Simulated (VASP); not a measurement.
# Ti3O4 (P1) in VASP: single point with PBEsol

Aim: the single point of Ti3O4 with PBEsol.

All numbers are computed with VASP 6.6.1; they aren't measurements. Logs are shortened: lines on timing, memory, paths and dates and some standing lists are left out, and cuts for length are marked.

### Step 1. The cell of the first run

The typed cell holds 7 atoms: a = 4.969 Å, b = 5.009 Å, c = 2.905 Å, α = 90.19°, β = 90.04°, γ = 107.19°.

### Step 2. Single point, PBEsol (atoms moved at random and the cell strained at random)

Contents of INCAR:

```
SYSTEM = Ti3O4
PREC = Accurate
ENCUT = 520
EDIFF = 1E-7
ISMEAR = 0
SIGMA = 0.15
LREAL = .FALSE.
LASPH = .TRUE.
NELM = 60
ALGO = Normal
ISIF = 2
LWAVE = .FALSE.
LCHARG = .FALSE.
GGA = PS
NBANDS = 39
```

Contents of KPOINTS:

```
regular mesh
0
G
  8 8 14
  0 0 0
```

Contents of POSCAR:

```
Ti3O4
1.0
    2.9436294265     -4.0028043127     -0.0017710481
    2.9778041216      4.0275030379     -0.0082321317
   -0.0050981099     -0.0023798324      2.9053951884
Ti O
3 4
Direct
   -0.0029148008     -0.0119729225      0.5209835272
    0.4545575447      0.0010500603      0.0218710982
   -0.0060840295      0.5092903760      0.0029855572
    0.7855049952      0.8109221336      0.0306476253
    0.2847138365      0.7163995010      0.5237213103
    0.2479091167      0.2561297971     -0.0321434783
    0.7363133372      0.2181810545      0.4319343601
```

Potentials or basis: VASP PAW PBE potentials, release 64 (Ti_sv, O).

Started as:

```bash
> cat potpaw_PBE.64/Ti_sv/POTCAR potpaw_PBE.64/O/POTCAR > POTCAR
> mpirun -np 1 vasp_std > vasp.out
```

OUTCAR:

```text
SYSTEM = Ti3O4
   PREC = Accurate
   ENCUT = 520
   EDIFF = 1E-7
   ISMEAR = 0
   LREAL = .FALSE.
   LASPH = .TRUE.
   NELM = 60
   ISIF = 2
   GGA = PS

 ion  position               nearest neighbor table
   1  0.997  0.988  0.521-   4 1.83   4 1.88   7 1.99   6 2.01   6 2.23   5 2.25   2 2.68   2 2.68
                             3 2.78   3 2.82
   2  0.455  0.001  0.022-   6 1.87   7 1.91   5 2.03   5 2.04   4 2.13   7 2.28   1 2.68   1 2.68
                             3 2.82
   3  0.994  0.509  0.003-   6 2.04   7 2.06   5 2.06   4 2.07   5 2.13   7 2.32   1 2.78   1 2.82
                             2 2.82
   4  0.786  0.811  0.031-   1 1.83   1 1.88   3 2.07   2 2.13
   5  0.285  0.716  0.524-   2 2.03   2 2.04   3 2.06   3 2.13   1 2.25
   6  0.248  0.256  0.968-   2 1.87   1 2.01   3 2.04   1 2.23
   7  0.736  0.218  0.432-   2 1.91   1 1.99   3 2.06   2 2.28   3 2.32

  LATTYP: Found a triclinic cell.
 ALAT       =     5.9214935071
 B/A-ratio  =     0.8390858876
 C/A-ratio  =     0.4906533516
 COS(alpha) =     0.0007361191
 COS(beta)  =     0.0034473969
 COS(gamma) =     0.5890758503

  Lattice vectors:

 A1 = (   5.9214335481,   0.0246987252,  -0.0100031798)
 A2 = (   2.9436294265,  -4.0028043127,  -0.0017710481)
 A3 = (   0.0050981099,   0.0023798324,  -2.9053951884)

Analysis of symmetry for initial positions (statically):
=====================================================================
 Subroutine PRICEL returns:
 Original cell was already a primitive cell.

 Routine SETGRP: Setting up the symmetry group for a
 triclinic supercell.

 Subroutine GETGRP returns: Found  1 space group operations
 (whereof  1 operations were pure point group operations)
 out of a pool of  2 trial point group operations.

The static configuration has the point symmetry C_1 .

Analysis of symmetry for dynamics (positions and initial velocities):
=====================================================================
 Subroutine PRICEL returns:
 Original cell was already a primitive cell.

 Routine SETGRP: Setting up the symmetry group for a
 triclinic supercell.

 Subroutine GETGRP returns: Found  1 space group operations
 (whereof  1 operations were pure point group operations)
 out of a pool of  2 trial point group operations.

The dynamic configuration has the point symmetry C_1 .

 Subroutine INISYM returns: Found  1 space group operations
 (whereof  1 operations are pure point group operations),
 and found     1 'primitive' translations

----------------------------------------------------------------------------------------

                                     Primitive cell

  volume of cell :      69.0756

  direct lattice vectors                    reciprocal lattice vectors
     2.943629426 -4.002804313 -0.001771048     0.169400776 -0.125249000  0.000194656
     2.977804122  4.027503038 -0.008232132     0.168362266  0.123812052  0.000396841
    -0.005098110 -0.002379832  2.905395188     0.000580299  0.000274460  0.344188500

  length of vectors
     4.968641636  5.008808828  2.905400636     0.210675040  0.208986685  0.344189099

  position of ions in fractional coordinates (direct lattice)
     0.997085199  0.988027077  0.520983527
     0.454557545  0.001050060  0.021871098
     0.993915970  0.509290376  0.002985557
     0.785504995  0.810922134  0.030647625
     0.284713837  0.716399501  0.523721310
     0.247909117  0.256129797  0.967856522
     0.736313337  0.218181055  0.431934360

  ion indices of the primitive-cell ions
   primitive index   ion index
                 1           1
                 2           2
                 3           3
                 4           4
                 5           5
                 6           6
                 7           7

----------------------------------------------------------------------------------------

 KPOINTS: regular mesh

Automatic generation of k-mesh.
 Grid dimensions read from file:
 generate k-points for:    8    8   14

 Generating k-lattice:

  Cartesian coordinates                     Fractional coordinates (reciprocal lattice)
     0.021175097 -0.015656125  0.000024332     0.125000000  0.000000000 -0.000000000
     0.021045283  0.015476507  0.000049605     0.000000000  0.125000000  0.000000000
     0.000041450  0.000019604  0.024584893    -0.000000000  0.000000000  0.071428571

  Length of vectors
     0.026334380  0.026123336  0.024584936

  Shift w.r.t. Gamma in fractional coordinates (k-lattice)
     0.000000000  0.000000000  0.000000000

 Subroutine IBZKPT returns following result:
 ===========================================

 Found    452 irreducible k-points:

 Following reciprocal coordinates:
            Coordinates               Weight
  0.000000  0.000000  0.000000      1.000000
  0.125000  0.000000 -0.000000      2.000000
  0.250000  0.000000 -0.000000      2.000000
  0.375000  0.000000 -0.000000      2.000000
  0.500000  0.000000 -0.000000      1.000000
  0.000000  0.125000  0.000000      2.000000
[... 16 lines left out ...]
  0.125000  0.375000 -0.000000      2.000000
  0.250000  0.375000  0.000000      2.000000
 [... further k-points ...]
   k-points           NKPTS =    452   k-points in BZ     NKDIM =    452   number of bands    NBANDS=     39
   number of dos      NEDOS =    301   number of ions     NIONS =      7
   total plane-waves  NPLWV =  38400
   dimension x,y,z NGX =    40 NGY =   40 NGZ =   24
   dimension x,y,z NGXF=    80 NGYF=   80 NGZF=   48
   ions per type =               3   4
   NGX,Y,Z   is equivalent  to a cutoff of  13.38, 13.28, 13.73 a.u.
   NGXF,Y,Z  is equivalent  to a cutoff of  26.77, 26.55, 27.47 a.u.
 SYSTEM =  Ti3O4
   PREC   = accura    normal or accurate (medium, high low for compatibility)
   ISTART =      0    job   : 0-new  1-cont  2-samecut
   ICHARG =      2    charge: 1-file 2-atom 10-const
   ISPIN  =      1    spin polarized calculation?
   LNONCOLLINEAR =      F non collinear calculations
   LSORBIT =      F    spin-orbit coupling
   LASPH  =      T    aspherical Exc in radial PAW
   ENCUT  =  520.0 eV  38.22 Ry    6.18 a.u.   9.24  9.31  5.40*2*pi/ulx,y,z
   NELM   =     60;   NELMIN=  2; NELMDL= -5     # of ELM steps
   EDIFF  = 0.1E-06   stopping-criterion for ELM
   LREAL  =      F    real-space projection
   EDIFFG = 0.1E-05   stopping-criterion for IOM
   NSW    =      0    number of steps for IOM
   IBRION =     -1    ionic relax: 0-MD 1-quasi-New 2-CG
   NFREE  =      0    steps in history (QN), initial steepest desc. (CG)
   ISIF   =      2    stress and relaxation
   ISYM   =      2    0-nonsym 1-usesym 2-fastsym
   POTIM  = 0.5000    time-step for ionic-motion
   TEBEG  =    0.0;   TEEND  =   0.0 temperature during run
   PSTRESS=    0.0 pullay stress
   NELECT =      60.0000    total number of electrons
   NUPDOWN=      -1.0000    fix difference up-down
   EMIN   =  10.00;   EMAX   =-10.00  energy-range for DOS
   EFERMI =   0.00;   METHOD = LEGACY
   ISMEAR =     0;   SIGMA  =   0.15  broadening in eV -4-tet -1-fermi 0-gaus
   EFERMI_NEDOS =   21; number of points for ismear=-14 and -15
   IALGO  =     38    algorithm
   IMIX   =      4    mixing-type and parameters
     AMIX     =   0.40;   BMIX     =  1.00
     AMIX_MAG =   1.60;   BMIX_MAG =  1.00
  volume/ion in A,a.u.               =       9.87        66.59
  Fermi-wavevector in a.u.,A,eV,Ry     =   1.562009  2.951769 33.196485  2.439873
  Thomas-Fermi vector in A             =   2.664991
   LORBIT       =      0    0 simple, 1 ext, 2 COOP (PROOUT), +10 PAW based schemes
   GGA     = PS    functional components
   LHFCALC =     F    Hartree Fock is set to
   AEXX    =    0.0000 exact exchange contribution
   IVDW    =     0    specifies the selected vdW correction
   LEPSILON=     F    determine dielectric tensor
   LRPA    =     F    only Hartree local field effects (RPA)
 non-spin polarized calculation
 Gauss-broadening in eV      SIGMA  =   0.15
  energy-cutoff  :      520.00
  volume of cell :       69.08
 maximum number of plane-waves:      1880
 NGX is ok and might be reduce to    40
   NGX = 19   NGY = 19   NGZ = 11

 number of electron      60.0000011 magnetization

 Free energy of the ion-electron system (eV)
  ---------------------------------------------------
  ext. energy  EPLUGINS =         0.00000000
  ---------------------------------------------------
  free energy    TOTEN  =       -64.77322862 eV

  energy without entropy =      -64.73917830  energy(sigma->0) =      -64.75620346

 E-fermi :   9.4601     XC(G=0): -12.4113

 val. band max:        9.4599092372   @ k =  -0.1250  -0.0000   0.2143
 cond. band min:       9.4605282678   @ k =   0.2500   0.0000   0.2143
 fundamental gap:      0.0006190306
 Fermi energy:         9.4600859988

 k-point     1 :       0.0000    0.0000    0.0000
  band No.  band energies     occupation
      1     -48.2727      2.00000
      2     -48.1599      2.00000
      3     -47.8734      2.00000
      4     -25.1466      2.00000
      5     -25.0277      2.00000
      6     -24.7536      2.00000
[... 31 lines left out ...]
     38      11.8993      0.00000
     39      12.0308      0.00000

 k-point     2 :       0.1250    0.0000   -0.0000
  band No.  band energies     occupation
      1     -48.2716      2.00000
      2     -48.1597      2.00000
      3     -47.8749      2.00000
      4     -25.1230      2.00000
      5     -25.0164      2.00000
      6     -24.7502      2.00000
[... 31 lines left out ...]
     38      11.9332      0.00000
     39      11.9888      0.00000

 k-point     3 :       0.2500    0.0000   -0.0000
  band No.  band energies     occupation
      1     -48.2687      2.00000
      2     -48.1592      2.00000
      3     -47.8786      2.00000
      4     -25.0660      2.00000
      5     -24.9790      2.00000
      6     -24.7396      2.00000
[... 31 lines left out ...]
     38      11.9148      0.00000
     39      12.0262      0.00000

 k-point     4 :       0.3750    0.0000   -0.0000
  band No.  band energies     occupation
      1     -48.2657      2.00000
      2     -48.1586      2.00000
      3     -47.8824      2.00000
      4     -25.0202      2.00000
      5     -24.9034      2.00000
      6     -24.7253      2.00000
[... 31 lines left out ...]
     38      12.0455      0.00000
     39      12.1127      0.00000
[... 754 lines left out ...]
     38      11.9937      0.00000
     39      12.2169      0.00000

 k-point    23 :       0.1250    0.3750   -0.0000
  band No.  band energies     occupation
      1     -48.2581      2.00000
      2     -48.1690      2.00000
      3     -47.8797      2.00000
      4     -25.0180      2.00000
      5     -24.8767      2.00000
      6     -24.7383      2.00000
[... 31 lines left out ...]
     38      12.0640      0.00000
     39      12.2984      0.00000

 k-point    24 :       0.2500    0.3750    0.0000
  band No.  band energies     occupation
      1     -48.2581      2.00000
      2     -48.1650      2.00000
      3     -47.8838      2.00000
      4     -24.9660      2.00000
      5     -24.8666      2.00000
      6     -24.7553      2.00000
[... 31 lines left out ...]
     38      12.0456      0.00000
     39      12.2693      0.00000

 [... further k-points ...]

------------------------ aborting loop because EDIFF is reached ----------------------------------------

  FORCE on cell =-STRESS in cart. coord.  units (eV):
  Direction    XX          YY          ZZ          XY          YZ          ZX
  --------------------------------------------------------------------------------------
  -------------------------------------------------------------------------------------
  Total        4.5738743      4.7234084      6.1467597     -1.3356872      0.0855041      2.6705272
  in kB      106.0888751    109.5572467    142.5712158    -30.9806397      1.9832272     61.9416285
  external PRESSURE =     119.4057792 kB  Pullay stress =       0.0000000 kB

 VOLUME and BASIS-vectors are now :
 -----------------------------------------------------------------------------
  energy-cutoff  :      520.00
  volume of cell :       69.08
      direct lattice vectors                 reciprocal lattice vectors
     2.943629426 -4.002804313 -0.001771048     0.169400776 -0.125249000  0.000194656
     2.977804122  4.027503038 -0.008232132     0.168362266  0.123812052  0.000396841
    -0.005098110 -0.002379832  2.905395188     0.000580299  0.000274460  0.344188500

 POSITION                                       TOTAL-FORCE (eV/Angst)
 -----------------------------------------------------------------------------------
      5.87454     -0.01309      1.50376         2.054730     -1.931951     -0.305707
      1.34106     -1.81533      0.06273        -0.686263     -1.815949     -1.072142
      4.44227     -1.92729      0.00272         1.015800     -0.891590     -0.159129
      4.72685      0.12170      0.08098        -2.999055      0.184837     -1.181011
      2.96872      1.74440      1.51522        -0.289248      1.706348     -0.538547
      1.48752      0.03693      2.80946        -0.584254      1.338050      0.969353
      2.81493     -2.06962      1.25184         1.488290      1.410254      2.287181
 -----------------------------------------------------------------------------------
    total drift:                                0.000556      0.000061     -0.000224

  FREE ENERGIE OF THE ION-ELECTRON SYSTEM (eV)
  ---------------------------------------------------
  free  energy   TOTEN  =       -64.7732286167 eV

  energy  without entropy=      -64.7391782989  energy(sigma->0) =      -64.75620346
```

Wall time 14 min (1 thread of AMD EPYC 9R45 (Zen 5), shared host); peak memory 0.85 GiB.

Results:

```yaml
Free_energy: -64.7732 eV
Pressure: 11.9 GPa
Largest_force: 3.229 eV/Å
Band_gap_on_the_k_mesh: zero (bands 30 and 31 overlap by 0.62 eV)
```

Forces in eV/Å, atoms in the order of the input:
```
Ti   2.055 -1.932 -0.306
Ti  -0.686 -1.816 -1.072
Ti   1.016 -0.892 -0.159
O   -2.999  0.185 -1.181
O   -0.289  1.706 -0.539
O   -0.584  1.338  0.969
O    1.488  1.410  2.287
```

Stress tensor (GPa, compression positive):
```
10.61 -3.10  6.19
-3.10 10.96  0.20
 6.19  0.20 14.26
```

Caveat: the cell differs from its parent crystal (atoms moved at random and the cell strained at random); the cell stands under pressure; the PAW data sets were made with another functional, which shifts forces and pressure a little; semilocal functionals often make such compounds metallic where correlation or magnetic order opens a gap, which also shifts bond lengths.
